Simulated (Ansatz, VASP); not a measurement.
## Two plane-wave programs on Os

The input POSCAR:

```
Os
1.0
    2.7393373500      0.0000000000      0.0000000000
   -1.3696686700      2.3723330400      0.0000000000
    0.0000000000      0.0000000000      4.3255330500
Os
2
Direct
    0.3333300000      0.6666700000      0.2500000000
    0.6666600000      0.3333300000      0.7500000000
```

File INCAR.step1:

```
SYSTEM = Os
PREC = Accurate ; ENCUT = 550
ISMEAR = -1 ; SIGMA = 0.0628
LREAL = .False. ; LASPH = .True.
NELM = 120 ; NBANDS = 23
GGA = PE ; ALGO = Normal
EDIFF = 1E-5 ; LWAVE = .True.
LCHARG = .False. ; GGA_COMPAT = .False.
```

INCAR.step2

```
SYSTEM = Os
PREC = Accurate ; ENCUT = 550
EDIFF = 1E-6 ; ISMEAR = -1
SIGMA = 0.0628 ; LREAL = .False.
LASPH = .True. ; NELM = 120
ALGO = Normal ; ISIF = 2
LWAVE = .False. ; LCHARG = .False.
METAGGA = R2SCAN ; LMIXTAU = .True.
NBANDS = 23 ; ISTART = 1
GGA_COMPAT = .False.
```

Contents of KPOINTS:

```
Automatic mesh
0
Gamma
  14 14 8
  0 0 0
```

Input for Ansatz:

```yaml
crystal:
  lattice:
    - [2.73933735, 0.0, 0.0]
    - [-1.36966867, 2.37233304, 0.0]
    - [0.0, 0.0, 4.32553305]
  atoms:
    - { symbol: Os, position: [0.33333, 0.66667, 0.25] }
    - { symbol: Os, position: [0.66666, 0.33333, 0.75] }
  symmetry: { tolerance: 0.0003 }
kpoints:
  mp_grid: { grid: [14, 14, 8], shift: [0, 0, 0] }
  band_path:
    path:
      - [0.0, 0.0, 0.0]
      - [0.5, 0.0, 0.0]
      - [0.33333333, 0.33333333, 0.0]
      - [0.0, 0.0, 0.0]
      - [0.0, 0.0, 0.5]
      - [0.5, 0.0, 0.5]
      - [0.33333333, 0.33333333, 0.5]
      - [0.0, 0.0, 0.5]
      - [0.5, 0.0, 0.5]
      - [0.5, 0.0, 0.0]
      - [0.33333333, 0.33333333, 0.5]
    npoints: 6
magnetization:
  spin_polarized: false
scf:
  occupations: { method: fermi_dirac, width: 0.0628 }
  lower_state_search: "off"
  max_iter: 200
hamiltonian:
  pseudopotentials: { kind: paw }
  xc: r2scan
basis:
  ecutwfc: 500
  fft_grid_basis: typed
output:
  forces: true
  stress: true
  eigenvalues: true
  bader: true
  populations: true
  elf: true
  write_potential: true
  volumetric_format: npy
  dos:
    e_range: [-12, 8]
    de: 0.05
    projected: { site_lists: { Os: [Os] } }
checkpoint:
  read: saved_state
```

Alike in both runs: task single point; functional r2SCAN; k mesh 14 × 14 × 8; occupations fermi-dirac, width 0.0628 eV; no spin polarisation.

```csv
,VASP,Ansatz
version,VASP 6.6.1,Ansatz 0.2.0
potentials or method,"VASP PAW PBE potentials, release 64 (Os_sv_GW), cutoff 550 eV",PAW plane waves
valence electrons in the cell,32,32
```

```csv
,VASP,Ansatz,Ansatz less VASP
pressure (GPa),-3.1,-1.2,+1.93
"traceless stress, the component that is largest in VASP (GPa)",-0.98,-0.99,-0.007
```

VASP's potentials were made for PBE, not for r2SCAN. Ansatz's warnings: structure snapped to symmetry.

Neither program's run includes spin-orbit coupling.
